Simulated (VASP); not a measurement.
# Ga3AsN2 (P3m1) in VASP: relaxation of cell and atoms with PBE

Aim: the relaxation of cell and atoms of Ga3AsN2 with PBE.

All numbers are computed with VASP 6.6.1; they aren't measurements. Logs are shortened: lines on timing, memory, paths and dates and some standing lists are left out, and cuts for length are marked.

### 1 The cell of the first run

Symmetry: P3m1, No. 156, trigonal system. Conventional cell: a = 3.274 Å, b = 3.274 Å, c = 8.020 Å, α = 90.00°, β = 90.00°, γ = 120.00°. N (site symmetry 3m) has 4 Ga at 2.01 Å within 2.7 Å. N (site symmetry 3m) has 4 Ga at 2.01 Å within 2.7 Å. Within 2.7 Å of As (site symmetry 3m) lie 4 Ga at 2.01 Å. Within 2.7 Å of Ga (site symmetry 3m) lie 4 N at 2.01 Å. Within 2.7 Å of Ga (site symmetry 3m) lie 3 N at 2.01 Å and 1 As at 2.01 Å. Within 2.7 Å of Ga (site symmetry 3m) lie 3 As at 2.01 Å and 1 N at 2.01 Å.

### 2 Relaxation of cell and atoms, PBE

INCAR reads:

```
ALGO = Normal
EDIFF = 1E-6
EDIFFG = -0.005
ENCUT = 600
GGA = PE
IBRION = 2
ISIF = 3
ISMEAR = -1
LASPH = T
LCHARG = F
LREAL = F
LWAVE = F
NELM = 80
NSW = 80
PREC = Accurate
SIGMA = 0.02
```

KPOINTS reads:

```
k-points
0
Gamma
  12 12 4
```

POSCAR reads:

```
Ga3AsN2
1.0
    3.2743145888      0.0000000000      0.0000000000
   -1.6371572944      2.8356396139      0.0000000000
    0.0000000000      0.0000000000      8.0204000000
N As Ga
2 1 3
Direct
    0.0000000000      0.0000000000      0.0000000000
    0.3333333333      0.6666666667      0.3333333333
    0.6666666667      0.3333333333      0.6666666667
    0.3333333333      0.6666666667      0.0833333333
    0.6666666667      0.3333333333      0.4166666667
    0.0000000000      0.0000000000      0.7500000000
```

Potentials or basis: VASP PAW PBE potentials, release 64 (N, As, Ga_d).

Started as:

```
$ cat potpaw_PBE.64/N/POTCAR potpaw_PBE.64/As/POTCAR potpaw_PBE.64/Ga_d/POTCAR > POTCAR
$ mpirun -np 1 vasp_std > vasp.out
```

OUTCAR:

```text
EDIFF = 1E-6
   EDIFFG = -0.005
   ENCUT = 600
   GGA = PE
   IBRION = 2
   ISIF = 3
   ISMEAR = -1
   LASPH = T
   LREAL = F
   NELM = 80
   NSW = 80
   PREC = Accurate

 ion  position               nearest neighbor table
   1  0.000  0.000  0.000-   4 2.01   4 2.01   4 2.01   6 2.01
   2  0.333  0.667  0.333-   5 2.01   5 2.01   4 2.01   5 2.01
   3  0.667  0.333  0.667-   6 2.01   6 2.01   6 2.01   5 2.01
   4  0.333  0.667  0.083-   1 2.01   1 2.01   1 2.01   2 2.01
   5  0.667  0.333  0.417-   2 2.01   2 2.01   3 2.01   2 2.01
   6  0.000  0.000  0.750-   3 2.01   3 2.01   3 2.01   1 2.01

  LATTYP: Found a hexagonal cell.
 ALAT       =     3.2743145888
 C/A-ratio  =     2.4494897428

  Lattice vectors:

 A1 = (   3.2743145888,   0.0000000000,   0.0000000000)
 A2 = (  -1.6371572944,   2.8356396139,   0.0000000000)
 A3 = (   0.0000000000,   0.0000000000,   8.0204000000)

Analysis of symmetry for initial positions (statically):
=====================================================================
 Subroutine PRICEL returns:
 Original cell was already a primitive cell.

 Routine SETGRP: Setting up the symmetry group for a
 hexagonal supercell.

 Subroutine GETGRP returns: Found  6 space group operations
 (whereof  6 operations were pure point group operations)
 out of a pool of 24 trial point group operations.

The static configuration has the point symmetry C_3v.

Analysis of symmetry for dynamics (positions and initial velocities):
=====================================================================
 Subroutine PRICEL returns:
 Original cell was already a primitive cell.

 Routine SETGRP: Setting up the symmetry group for a
 hexagonal supercell.

 Subroutine GETGRP returns: Found  6 space group operations
 (whereof  6 operations were pure point group operations)
 out of a pool of 24 trial point group operations.

The dynamic configuration has the point symmetry C_3v.

 Subroutine INISYM returns: Found  6 space group operations
 (whereof  6 operations are pure point group operations),
 and found     1 'primitive' translations

----------------------------------------------------------------------------------------

                                     Primitive cell

  volume of cell :      74.4676

  direct lattice vectors                    reciprocal lattice vectors
     3.274314589  0.000000000  0.000000000     0.305407429  0.176327061  0.000000000
    -1.637157294  2.835639614  0.000000000     0.000000000  0.352654123  0.000000000
[... 113 lines left out ...]
     AMIX_MAG =   1.60;   BMIX_MAG =  1.00
  volume/ion in A,a.u.               =      12.41        83.76
  Fermi-wavevector in a.u.,A,eV,Ry     =   1.470789  2.779387 29.432384  2.163219
  Thomas-Fermi vector in A             =   2.586003
   LORBIT       =      0    0 simple, 1 ext, 2 COOP (PROOUT), +10 PAW based schemes
   GGA     = PE    functional components
   LHFCALC =     F    Hartree Fock is set to
   AEXX    =    0.0000 exact exchange contribution
   IVDW    =     0    specifies the selected vdW correction
   LEPSILON=     F    determine dielectric tensor
   LRPA    =     F    only Hartree local field effects (RPA)
 conjugate gradient relaxation of ions
 non-spin polarized calculation
  energy-cutoff  :      600.00
  volume of cell :       74.47
 maximum number of plane-waves:      2523
 NGX is ok and might be reduce to    28
   NGX = 13   NGY = 13   NGZ = 33

--------------------------------------- Ionic step        1  -------------------------------------------

 number of electron      54.0000007 magnetization

 Free energy of the ion-electron system (eV)
  ---------------------------------------------------
  ext. energy  EPLUGINS =         0.00000000
  ---------------------------------------------------
  free energy    TOTEN  =       -26.00915662 eV

  energy without entropy =      -26.00915637  energy(sigma->0) =      -26.00915649

------------------------ aborting loop because EDIFF is reached ----------------------------------------

  FORCE on cell =-STRESS in cart. coord.  units (eV):
  Direction    XX          YY          ZZ          XY          YZ          ZX
  --------------------------------------------------------------------------------------
  -------------------------------------------------------------------------------------
  Total       23.8704073     23.8704073     22.2735044      0.0000000      0.0000000      0.0000000
  in kB      513.5739021    513.5739021    479.2163961      0.0000000      0.0000000      0.0000000
  external PRESSURE =     502.1214001 kB  Pullay stress =       0.0000000 kB
[... 27 lines left out ...]
--------------------------------------- Ionic step        2  -------------------------------------------

 number of electron      53.9999993 magnetization

 E-fermi :   2.6827     XC(G=0):  -9.2427

 val. band max:        2.6584491068   @ k =   0.0000   0.0833   0.2500
 cond. band min:       2.6865620882   @ k =   0.1667   0.0000   0.5000
 fundamental gap:      0.0281129814
 Fermi energy:         2.6827157359

 k-point     1 :       0.0000    0.0000    0.0000
  band No.  band energies     occupation
      1     -12.6193      2.00000
      2     -12.4765      2.00000
      3     -12.3864      2.00000
      4     -12.3864      2.00000
      5     -12.3615      2.00000
      6     -12.3615      2.00000
[... 904 lines left out ...]
  FREE ENERGIE OF THE ION-ELECTRON SYSTEM (eV)
  ---------------------------------------------------
  free  energy   TOTEN  =       -30.1875366044 eV

  energy  without entropy=      -30.1867623827  energy(sigma->0) =      -30.18714949

[... ionic steps 4 to 20 ...]

--------------------------------------- Ionic step       21  -------------------------------------------

 number of electron      54.0000002 magnetization

------------------------ aborting loop because EDIFF is reached ----------------------------------------
[... 75 lines left out ...]
--------------------------------------- Ionic step       23  -------------------------------------------

 number of electron      54.0000002 magnetization

 Free energy of the ion-electron system (eV)
  ---------------------------------------------------
  ext. energy  EPLUGINS =         0.00000000
  ---------------------------------------------------
  free energy    TOTEN  =       -30.71497711 eV

  energy without entropy =      -30.71314135  energy(sigma->0) =      -30.71405923

 E-fermi :   6.1038     XC(G=0): -10.6898

 val. band max:        6.1006230139   @ k =   0.0000   0.1667   0.2500
 cond. band min:       6.1350197520   @ k =   0.0833   0.0000   0.5000
 fundamental gap:      0.0343967381
 Fermi energy:         6.1037771369

 k-point     1 :       0.0000    0.0000    0.0000
  band No.  band energies     occupation
      1     -10.9635      2.00000
      2     -10.7686      2.00000
      3      -9.8455      2.00000
      4      -9.8455      2.00000
      5      -9.8374      2.00000
      6      -9.7499      2.00000
[... 864 lines left out ...]
  FREE ENERGIE OF THE ION-ELECTRON SYSTEM (eV)
  ---------------------------------------------------
  free  energy   TOTEN  =       -30.7149771101 eV

  energy  without entropy=      -30.7131413452  energy(sigma->0) =      -30.71405923

 reached required accuracy - stopping structural energy minimisation
```

OSZICAR:

```text
N       E                     dE             d eps       ncg     rms          rms(c)
DAV:   1     0.510516356830E+03    0.51052E+03   -0.28626E+04  4736   0.334E+03
DAV:   2     0.528027717339E+02   -0.45771E+03   -0.44497E+03  4656   0.694E+02
DAV:   3    -0.255208774259E+02   -0.78324E+02   -0.76725E+02  5016   0.199E+02
[... 194 lines left out ...]
DAV:   4    -0.307149729803E+02    0.64739E-06   -0.18069E-06  3712   0.155E-02
  22 F= -.30714973E+02 E0= -.30714051E+02  d E =0.174097E-05
       N       E                     dE             d eps       ncg     rms          rms(c)
DAV:   1    -0.307149747959E+02   -0.11682E-05   -0.12413E-03  4424   0.245E-01    0.981E-03
DAV:   2    -0.307149772096E+02   -0.24137E-05   -0.43739E-05  5792   0.669E-02    0.494E-03
DAV:   3    -0.307149771101E+02    0.99434E-07   -0.33054E-06  4224   0.147E-02
  23 F= -.30714977E+02 E0= -.30714059E+02  d E =-.238885E-05
```

Wall time 17 min (1 thread of Intel Xeon 6975P-C (Granite Rapids), shared host); peak memory 0.35 GiB.

Results:

```yaml
Free_energy: -30.7150 eV
Relaxed_volume: 15.30 Å³/atom
Relaxed_cell: a = 3.471 Å, b = 3.471 Å, c = 8.801 Å, α = 90.00°, β = 90.00°, γ = 120.00°
Space_group_after_relaxing_to_0.05_Å: P3m1 (No. 156)
Energy_gained_by_relaxing: 784.3 meV/atom
Ionic_steps: 23
Pressure_after_relaxing: 0.0 GPa
Largest_force_after_relaxing: 0.004 eV/Å
Band_gap_on_the_k_mesh: zero (band 27 reaches 6.42 eV, above the bottom of band 28 at 6.08 eV)
```

Forces in eV/Å, atoms in the order of the input:
```
N    0.000  0.000  0.001
N    0.000  0.000 -0.001
As   0.000  0.000  0.001
Ga   0.000  0.000  0.004
Ga   0.000  0.000 -0.004
Ga   0.000  0.000 -0.001
```

Step by step:
| step | energy change (eV) | largest force (eV/Å) | pressure (GPa) | volume (Å³) |
| --- | --- | --- | --- | --- |
| 1 | 0.0000 | 8.3706 | 50.21 | 74.47 |
| 2 | -2.1838 | 1.7407 | -15.53 | 124.74 |
| 3 | -4.1784 | 1.5040 | -3.97 | 97.83 |
| 4 | -4.1856 | 1.5171 | -3.07 | 96.93 |
| 5 | -4.1865 | 1.6178 | -2.42 | 96.30 |
| 6 | -4.4919 | 1.0342 | -1.70 | 94.39 |
| 7 | -4.5951 | 1.0461 | -0.41 | 92.53 |
| 8 | -4.6769 | 0.6506 | 1.48 | 90.51 |
| 9 | -4.6939 | 0.3667 | 0.67 | 91.13 |
| 10 | -4.7050 | 0.0843 | -0.20 | 91.97 |
| 11 | -4.7050 | 0.0824 | -0.18 | 91.96 |
| 12 | -4.7056 | 0.0502 | 0.15 | 91.77 |
| 13 | -4.7056 | 0.0405 | 0.01 | 91.79 |
| 14 | -4.7056 | 0.0437 | 0.09 | 91.79 |
| 15 | -4.7058 | 0.0236 | -0.01 | 91.83 |
| 16 | -4.7058 | 0.0162 | -0.04 | 91.85 |
| 17 | -4.7058 | 0.0164 | -0.06 | 91.86 |
| 18 | -4.7058 | 0.0044 | 0.06 | 91.79 |
| 19 | -4.7058 | 0.0051 | -0.03 | 91.81 |
| 20 | -4.7058 | 0.0047 | 0.08 | 91.80 |
| 21 | -4.7058 | 0.0074 | 0.03 | 91.81 |
| 22 | -4.7058 | 0.0125 | -0.04 | 91.82 |
| 23 | -4.7058 | 0.0044 | 0.02 | 91.82 |

Final structure:
```
CELL_PARAMETERS angstrom
3.47087 0.00000 0.00000
-1.73544 3.00586 0.00000
0.00000 0.00000 8.80052
ATOMIC_POSITIONS crystal
N 0.00000 0.00000 0.02026
N 0.33333 0.66667 0.31122
As 0.66667 0.33333 0.65931
Ga 0.33333 0.66667 0.08602
Ga 0.66667 0.33333 0.37542
Ga 0.00000 0.00000 0.79777
```

Caveat: the volume moved by over 15 % at a fixed basis, so the end points are rough.
